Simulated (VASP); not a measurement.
# SiNi3 (Pm-3m) in VASP: single point with PBE

Aim: the single point of SiNi3 with PBE.

All numbers are computed with VASP 6.6.1; they aren't measurements. Logs are shortened: lines on timing, memory, paths and dates and some standing lists are left out, and cuts for length are marked.

**1. The cell of the first run**

Symmetry: Pm-3m, No. 221, cubic system. Conventional cell: a = 3.331 Å, b = 3.331 Å, c = 3.331 Å, α = 90.00°, β = 90.00°, γ = 90.00°. Si (site symmetry m-3m) has 12 Ni at 2.36 Å within 3.1 Å. Ni (site symmetry 4/mmm) has 4 Si at 2.36 Å and 8 Ni at 2.36 Å within 3.1 Å.

**2. Single point, PBE (strain -0.050 along x and y, -0.050 along z)**

INCAR reads:

```
PREC = Accurate
ENCUT = 520
EDIFF = 1E-6
ISMEAR = 0
SIGMA = 0.15
LREAL = False
LASPH = True
NELM = 100
ALGO = Normal
ISIF = 2
LWAVE = False
LCHARG = False
GGA = PE
NBANDS = 25
```

KPOINTS reads:

```
regular mesh
0
Gamma
  14 14 14
```

POSCAR reads:

```
SiNi3
1.0
    3.3309466589      0.0000000000      0.0000000000
    0.0000000000      3.3309466589      0.0000000000
    0.0000000000      0.0000000000      3.3309466589
Si Ni
1 3
Direct
    0.0000000000      0.0000000000      0.0000000000
    0.0000000000      0.5000000000      0.5000000000
    0.5000000000      0.0000000000      0.5000000000
    0.5000000000      0.5000000000      0.0000000000
```

Potentials or basis: VASP PAW PBE potentials, release 64 (Si, Ni).

Run with:

```bash
cat potpaw_PBE.64/Si/POTCAR potpaw_PBE.64/Ni/POTCAR > POTCAR
mpirun -np 1 vasp_std > vasp.out
```

OUTCAR:

```text
PREC = Accurate
   ENCUT = 520
   EDIFF = 1E-6
   ISMEAR = 0
   LREAL = False
   LASPH = True
   NELM = 100
   ISIF = 2
   GGA = PE

 ion  position               nearest neighbor table
   1  0.000  0.000  0.000-   2 2.36   3 2.36   4 2.36   2 2.36   3 2.36   2 2.36   4 2.36   2 2.36
                             3 2.36   4 2.36   3 2.36   4 2.36
   2  0.000  0.500  0.500-   1 2.36   3 2.36   4 2.36   1 2.36   4 2.36   1 2.36   3 2.36   1 2.36
                             3 2.36   4 2.36   4 2.36   3 2.36
   3  0.500  0.000  0.500-   1 2.36   2 2.36   4 2.36   1 2.36   4 2.36   2 2.36   4 2.36   4 2.36
                             1 2.36   2 2.36   1 2.36   2 2.36
   4  0.500  0.500  0.000-   1 2.36   2 2.36   3 2.36   2 2.36   3 2.36   1 2.36   3 2.36   3 2.36
                             1 2.36   2 2.36   2 2.36   1 2.36

  LATTYP: Found a simple cubic cell.
 ALAT       =     3.3309466589

  Lattice vectors:

 A1 = (   3.3309466589,   0.0000000000,   0.0000000000)
 A2 = (   0.0000000000,   3.3309466589,   0.0000000000)
 A3 = (   0.0000000000,   0.0000000000,   3.3309466589)

Analysis of symmetry for initial positions (statically):
=====================================================================
 Subroutine PRICEL returns:
 Original cell was already a primitive cell.

 Routine SETGRP: Setting up the symmetry group for a
 simple cubic supercell.

 Subroutine GETGRP returns: Found 48 space group operations
 (whereof 48 operations were pure point group operations)
 out of a pool of 48 trial point group operations.

The static configuration has the point symmetry O_h .

Analysis of symmetry for dynamics (positions and initial velocities):
=====================================================================
 Subroutine PRICEL returns:
 Original cell was already a primitive cell.

 Routine SETGRP: Setting up the symmetry group for a
 simple cubic supercell.

 Subroutine GETGRP returns: Found 48 space group operations
 (whereof 48 operations were pure point group operations)
 out of a pool of 48 trial point group operations.

The dynamic configuration has the point symmetry O_h .

 Subroutine INISYM returns: Found 48 space group operations
 (whereof 48 operations are pure point group operations),
 and found     1 'primitive' translations

----------------------------------------------------------------------------------------

                                     Primitive cell

  volume of cell :      36.9575

  direct lattice vectors                    reciprocal lattice vectors
     3.330946659  0.000000000  0.000000000     0.300214955  0.000000000  0.000000000
     0.000000000  3.330946659  0.000000000     0.000000000  0.300214955  0.000000000
     0.000000000  0.000000000  3.330946659     0.000000000  0.000000000  0.300214955

  length of vectors
     3.330946659  3.330946659  3.330946659     0.300214955  0.300214955  0.300214955

  position of ions in fractional coordinates (direct lattice)
     0.000000000  0.000000000  0.000000000
     0.000000000  0.500000000  0.500000000
     0.500000000  0.000000000  0.500000000
     0.500000000  0.500000000  0.000000000

  ion indices of the primitive-cell ions
   primitive index   ion index
                 1           1
                 2           2
                 3           3
                 4           4

----------------------------------------------------------------------------------------

 KPOINTS: regular mesh

Automatic generation of k-mesh.
 Grid dimensions read from file:
 generate k-points for:   14   14   14

 Generating k-lattice:

  Cartesian coordinates                     Fractional coordinates (reciprocal lattice)
     0.021443925  0.000000000  0.000000000     0.071428571  0.000000000  0.000000000
     0.000000000  0.021443925  0.000000000     0.000000000  0.071428571  0.000000000
     0.000000000  0.000000000  0.021443925     0.000000000  0.000000000  0.071428571

  Length of vectors
     0.021443925  0.021443925  0.021443925

  Shift w.r.t. Gamma in fractional coordinates (k-lattice)
     0.000000000  0.000000000  0.000000000

 Subroutine IBZKPT returns following result:
 ===========================================

 Found    120 irreducible k-points:

 Following reciprocal coordinates:
            Coordinates               Weight
  0.000000  0.000000  0.000000      1.000000
  0.071429  0.000000  0.000000      6.000000
  0.142857  0.000000  0.000000      6.000000
  0.214286  0.000000  0.000000      6.000000
  0.285714  0.000000  0.000000      6.000000
  0.357143  0.000000  0.000000      6.000000
[... 16 lines left out ...]
  0.285714  0.214286  0.000000     24.000000
  0.357143  0.214286  0.000000     24.000000
 [... further k-points ...]
   k-points           NKPTS =    120   k-points in BZ     NKDIM =    120   number of bands    NBANDS=     25
   number of dos      NEDOS =    301   number of ions     NIONS =      4
   total plane-waves  NPLWV =  21952
   dimension x,y,z NGX =    28 NGY =   28 NGZ =   28
   dimension x,y,z NGXF=    56 NGYF=   56 NGZF=   56
   ions per type =               1   3
   NGX,Y,Z   is equivalent  to a cutoff of  13.97, 13.97, 13.97 a.u.
   NGXF,Y,Z  is equivalent  to a cutoff of  27.95, 27.95, 27.95 a.u.
 SYSTEM =  unknown system
   PREC   = accura    normal or accurate (medium, high low for compatibility)
   ISTART =      0    job   : 0-new  1-cont  2-samecut
   ICHARG =      2    charge: 1-file 2-atom 10-const
   ISPIN  =      1    spin polarized calculation?
   LNONCOLLINEAR =      F non collinear calculations
   LSORBIT =      F    spin-orbit coupling
   LASPH  =      T    aspherical Exc in radial PAW
   ENCUT  =  520.0 eV  38.22 Ry    6.18 a.u.   6.19  6.19  6.19*2*pi/ulx,y,z
   NELM   =    100;   NELMIN=  2; NELMDL= -5     # of ELM steps
   EDIFF  = 0.1E-05   stopping-criterion for ELM
   LREAL  =      F    real-space projection
   EDIFFG = 0.1E-04   stopping-criterion for IOM
   NSW    =      0    number of steps for IOM
   IBRION =     -1    ionic relax: 0-MD 1-quasi-New 2-CG
   NFREE  =      0    steps in history (QN), initial steepest desc. (CG)
   ISIF   =      2    stress and relaxation
   ISYM   =      2    0-nonsym 1-usesym 2-fastsym
   POTIM  = 0.5000    time-step for ionic-motion
   TEBEG  =    0.0;   TEEND  =   0.0 temperature during run
   PSTRESS=    0.0 pullay stress
   NELECT =      34.0000    total number of electrons
   NUPDOWN=      -1.0000    fix difference up-down
   EMIN   =  10.00;   EMAX   =-10.00  energy-range for DOS
   EFERMI =   0.00;   METHOD = LEGACY
   ISMEAR =     0;   SIGMA  =   0.15  broadening in eV -4-tet -1-fermi 0-gaus
   EFERMI_NEDOS =   21; number of points for ismear=-14 and -15
   IALGO  =     38    algorithm
   IMIX   =      4    mixing-type and parameters
     AMIX     =   0.40;   BMIX     =  1.00
     AMIX_MAG =   1.60;   BMIX_MAG =  1.00
  volume/ion in A,a.u.               =       9.24        62.35
  Fermi-wavevector in a.u.,A,eV,Ry     =   1.592209  3.008839 34.492539  2.535130
  Thomas-Fermi vector in A             =   2.690630
   LORBIT       =      0    0 simple, 1 ext, 2 COOP (PROOUT), +10 PAW based schemes
   GGA     = PE    functional components
   LHFCALC =     F    Hartree Fock is set to
   AEXX    =    0.0000 exact exchange contribution
   IVDW    =     0    specifies the selected vdW correction
   LEPSILON=     F    determine dielectric tensor
   LRPA    =     F    only Hartree local field effects (RPA)
 non-spin polarized calculation
 Gauss-broadening in eV      SIGMA  =   0.15
  energy-cutoff  :      520.00
  volume of cell :       36.96
 maximum number of plane-waves:      1021
 NGX is ok and might be reduce to    28
   NGX = 13   NGY = 13   NGZ = 13

 number of electron      34.0000021 magnetization

 Free energy of the ion-electron system (eV)
  ---------------------------------------------------
  ext. energy  EPLUGINS =         0.00000000
  ---------------------------------------------------
  free energy    TOTEN  =       -22.91343175 eV

  energy without entropy =      -22.89495280  energy(sigma->0) =      -22.90419227

 E-fermi :  13.1595     XC(G=0): -13.9667

 val. band max:       13.1592888651   @ k =   0.0714   0.0714   0.0000
 cond. band min:      13.1972446850   @ k =   0.0000   0.0000   0.0000
 fundamental gap:      0.0379558200
 Fermi energy:        13.1594629221

 k-point     1 :       0.0000    0.0000    0.0000
  band No.  band energies     occupation
      1      -0.0700      2.00000
      2       7.1801      2.00000
      3       8.0737      2.00000
      4       8.0737      2.00000
      5       8.7049      2.00000
      6       8.7049      2.00000
[... 17 lines left out ...]
     24      24.9327      0.00000
     25      24.9327      0.00000

 k-point     2 :       0.0714    0.0000    0.0000
  band No.  band energies     occupation
      1      -0.0019      2.00000
      2       7.2054      2.00000
      3       7.9921      2.00000
      4       8.1247      2.00000
      5       8.7039      2.00000
      6       8.7039      2.00000
[... 17 lines left out ...]
     24      24.7130      0.00000
     25      24.7754      0.00000

 k-point     3 :       0.1429    0.0000    0.0000
  band No.  band energies     occupation
      1       0.2005      2.00000
      2       7.2270      2.00000
      3       7.7769      2.00000
      4       8.2735      2.00000
      5       8.6981      2.00000
      6       8.6981      2.00000
[... 17 lines left out ...]
     24      23.9616      0.00000
     25      24.4252      0.00000

 k-point     4 :       0.2143    0.0000    0.0000
  band No.  band energies     occupation
      1       0.5310      2.00000
      2       6.9260      2.00000
      3       7.7111      2.00000
      4       8.5074      2.00000
      5       8.6815      2.00000
      6       8.6815      2.00000
[... 17 lines left out ...]
     24      22.8543      0.00000
     25      24.2938      0.00000
[... 477 lines left out ...]
 k-point    22 :       0.2143    0.2143    0.0000
  band No.  band energies     occupation
      1       1.1078      2.00000
      2       7.2215      2.00000
      3       7.3060      2.00000
      4       8.2353      2.00000
      5       8.5505      2.00000
      6       8.8617      2.00000
[... 17 lines left out ...]
     24      23.2441      0.00000
     25      23.9532      0.00000

 k-point    23 :       0.2857    0.2143    0.0000
  band No.  band energies     occupation
      1       1.5328      2.00000
      2       6.6108      2.00000
      3       7.4559      2.00000
      4       8.3540      2.00000
      5       8.5119      2.00000
      6       9.0133      2.00000
[... 17 lines left out ...]
     24      23.5788      0.00000
     25      24.0326      0.00000

 k-point    24 :       0.3571    0.2143    0.0000
  band No.  band energies     occupation
      1       2.0350      2.00000
      2       5.8661      2.00000
      3       7.6250      2.00000
      4       8.4798      2.00000
      5       8.4806      2.00000
      6       9.2448      2.00000
[... 17 lines left out ...]
     24      23.7599      0.00000
     25      24.4184      0.00000

 [... further k-points ...]
[... 5 lines left out ...]
  --------------------------------------------------------------------------------------
  -------------------------------------------------------------------------------------
  Total       10.8264147     10.8264147     10.8264147     -0.0000000     -0.0000000     -0.0000000
  in kB      469.3450140    469.3450140    469.3450140     -0.0000000     -0.0000000     -0.0000000
  external PRESSURE =     469.3450140 kB  Pullay stress =       0.0000000 kB

 VOLUME and BASIS-vectors are now :
 -----------------------------------------------------------------------------
  energy-cutoff  :      520.00
  volume of cell :       36.96
      direct lattice vectors                 reciprocal lattice vectors
     3.330946659  0.000000000  0.000000000     0.300214955  0.000000000  0.000000000
     0.000000000  3.330946659  0.000000000     0.000000000  0.300214955  0.000000000
     0.000000000  0.000000000  3.330946659     0.000000000  0.000000000  0.300214955

 POSITION                                       TOTAL-FORCE (eV/Angst)
 -----------------------------------------------------------------------------------
      0.00000      0.00000      0.00000         0.000000      0.000000      0.000000
      0.00000      1.66547      1.66547         0.000000      0.000000      0.000000
      1.66547      0.00000      1.66547         0.000000      0.000000      0.000000
      1.66547      1.66547      0.00000         0.000000      0.000000      0.000000
 -----------------------------------------------------------------------------------
    total drift:                                0.000000      0.000000      0.000000

  FREE ENERGIE OF THE ION-ELECTRON SYSTEM (eV)
  ---------------------------------------------------
  free  energy   TOTEN  =       -22.9134317497 eV

  energy  without entropy=      -22.8949527986  energy(sigma->0) =      -22.90419227
```

Run time: 1.7 min. Hardware: 1 thread of AMD EPYC 9R14 (Zen 4), shared host; peak memory 0.19 GiB.

Results:

* Free energy: -22.9134 eV
* Pressure: 46.9 GPa
* Band gap on the k mesh: zero (band 17 reaches 13.20 eV, above the bottom of band 18 at 12.90 eV)

Caveat: the cell differs from its parent crystal (strain -0.050 along x and y, -0.050 along z).
